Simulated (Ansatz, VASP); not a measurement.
**One calculation of AlN, two programs**

```
Al N
1.0
     3.12978    0.00000    0.00000
    -1.56489    2.71047    0.00000
     0.00000    0.00000    5.01717
Al N
2 2
Direct
  0.33333 0.66667 0.00023
  0.66667 0.33333 0.50023
  0.33333 0.66667 0.38177
  0.66667 0.33333 0.88177
```

Alike in both runs: functional PBE; k mesh 8 × 8 × 4; no spin polarisation.

Ansatz relaxed the structure, and its values are those at the end. VASP's run is a single point on that final structure, the one shown.

|  | VASP | Ansatz |
| --- | --- | --- |
| version | VASP 6.6.1 | Ansatz 0.2.0 |
| potentials or method | VASP PAW PBE potentials, release 64 (Al, N) | scalar-relativistic, plane waves, PAW |
| plane-wave cutoff (eV) | 520 | 420 |
| occupations | gaussian, width 0.01 eV | fixed |
| valence electrons in the cell | 16 | 16 |

|  | VASP | Ansatz | Ansatz less VASP |
| --- | --- | --- | --- |
| gap on the k mesh at the Fermi level (eV) | 4.05 | 4.04 | -0.009 |
| least direct gap on the mesh (eV) | 4.05 | 4.04 | -0.009 |
| pressure (GPa) | -0.2 | 0.0 | +0.17 |
